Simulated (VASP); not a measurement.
Write the native input for VASP 6.6.1 that does the following.

- Task: single point
- Functional: PBE
- Potentials or basis: VASP PAW PBE potentials, release 64 (Ta_pv, N, H)
- Cutoff: 520 eV
- k mesh: 9 × 9 × 1
- Occupations: gaussian, width 0.1 eV
- Spin: collinear spin
- Starting moments: [0.0, 0.0, 0.0, 0.0, 0.0, 0.0, 1.0] μB
- Dipole correction: yes
- Further INCAR settings: ALGO = Normal; EDIFF = 1e-06; NBANDS = 38

The structure of Ta3HN3 lies in POSCAR:

```
Ta3HN3
1.0
    3.1228193035      0.0000000000      0.0000000000
    0.0000000000      3.1228193035      0.0000000000
    0.0000000000      0.0000000000     21.5908392430
Ta N H
3 3 1
Direct
    0.0000000000      0.0000000000      0.1852637572
    0.5000000000      0.5000000000      0.2890369107
    0.0000000000      0.0000000000      0.3832407719
    0.5000000000      0.5000000000      0.1852637572
    0.0000000000      0.0000000000      0.2843927699
    0.5000000000      0.5000000000      0.3978927890
    0.6250000000      0.6250000000      0.4335560623
```

The input as run:

INCAR

```
ALGO = Normal ; DIPOL = 0.5 0.5 0.308
EDIFF = 1E-6 ; ENCUT = 520
GGA = PE ; IDIPOL = 3
ISIF = 2 ; ISMEAR = 0
ISPIN = 2 ; LASPH = True
LCHARG = False ; LDIPOL = True
LMAXMIX = 4 ; LORBIT = 11
LREAL = False ; LWAVE = False
MAGMOM = 0 0 0 0 0 0 1 ; NBANDS = 38
NELM = 150 ; PREC = Accurate
SIGMA = 0.1
```

KPOINTS

```
k-points
0
Gamma
  9 9 1
```

Potentials or basis: VASP PAW PBE potentials, release 64 (Ta_pv, N, H).

Launch:

```sh
$ cat potpaw_PBE.64/Ta_pv/POTCAR potpaw_PBE.64/N/POTCAR potpaw_PBE.64/H/POTCAR > POTCAR
$ mpirun -np 1 vasp_std > vasp.out
```

It gave:

```yaml
Largest_force: 6.080 eV/Å
Net_moment: 0.00 μB per cell
Valence_electrons_inside_the_program's_atomic_spheres: Ta 8.79, 8.95, 8.96; N 3.69, 3.75, 3.87; H 0.86
```

Run time: 9.1 min on 1 thread of Intel(R) Xeon(R) 6975P-C (Granite Rapids), with other jobs on the host, peak memory 0.56 GiB.
